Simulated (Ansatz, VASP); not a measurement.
# One calculation of SrO, two programs

INCAR

```
SYSTEM = SrO
  PREC = Accurate
  ENCUT = 600
  EDIFF = 1E-6
  ISMEAR = -1
  SIGMA = 0.05
  LREAL = .FALSE.
  LASPH = .TRUE.
  NELM = 80
  ALGO = Normal
  ISIF = 3
  LWAVE = .FALSE.
  LCHARG = .FALSE.
  GGA = PS
  IVDW = 13
  IBRION = 2
  NSW = 80
  EDIFFG = -0.005
```

Contents of KPOINTS:

```
regular mesh
0
G
  9 9 9
  0 0 0
```

The input POSCAR:

```
SrO
1.0
    0.0000000000      2.5663000000      2.5663000000
    2.5663000000      0.0000000000      2.5663000000
    2.5663000000      2.5663000000      0.0000000000
Sr O
1 1
Direct
    0.5000000000      0.5000000000      0.5000000000
    0.0000000000      0.0000000000      0.0000000000
```

File input.yaml:

```yaml
crystal:
  lattice:
    - [0.0, 2.5663, 2.5663]
    - [2.5663, 0.0, 2.5663]
    - [2.5663, 2.5663, 0.0]
  atoms:
    - { symbol: Sr, position: [0.5, 0.5, 0.5] }
    - { symbol: O, position: [0.0, 0.0, 0.0] }
kpoints:
  mp_grid: { grid: [9, 9, 9] }
scf:
  occupations: { method: fermi_dirac, width: 0.05 }
hamiltonian:
  xc: pbesol
  dispersion: d4
  pseudopotentials: { kind: all_electron, lapw: { basis_error: 0.001 } }
output:
  forces: true
  stress: true
relax:
  f_tol: 0.005
  max_steps: 60
  cell: {}
```

Alike in both runs: task relaxation of cell and atoms; functional PBEsol; dispersion D4; k mesh 9 × 9 × 9; occupations fermi-dirac, width 0.05 eV; no spin polarisation.

|  | VASP | Ansatz |
| --- | --- | --- |
| version | VASP 6.6.1 | Ansatz 0.2.0 |
| potentials or method | VASP PAW PBE potentials, release 64 (Sr_sv, O), cutoff 600 eV | all-electron LAPW, scalar-relativistic |

VASP gave:

| Quantity | Value |
| --- | --- |
| relaxed volume (Å³/atom) | 16.72 |
| relaxed cell length with the largest relative difference (Å) | 3.616 |

Q: Estimate Ansatz's values.

A: Relaxed volume (Å³/atom): 16.63; relaxed cell length with the largest relative difference (Å): 3.609.

VASP's potentials were made for PBE, not for PBEsol. Ansatz ran all-electron here, and VASP with PAW potentials.
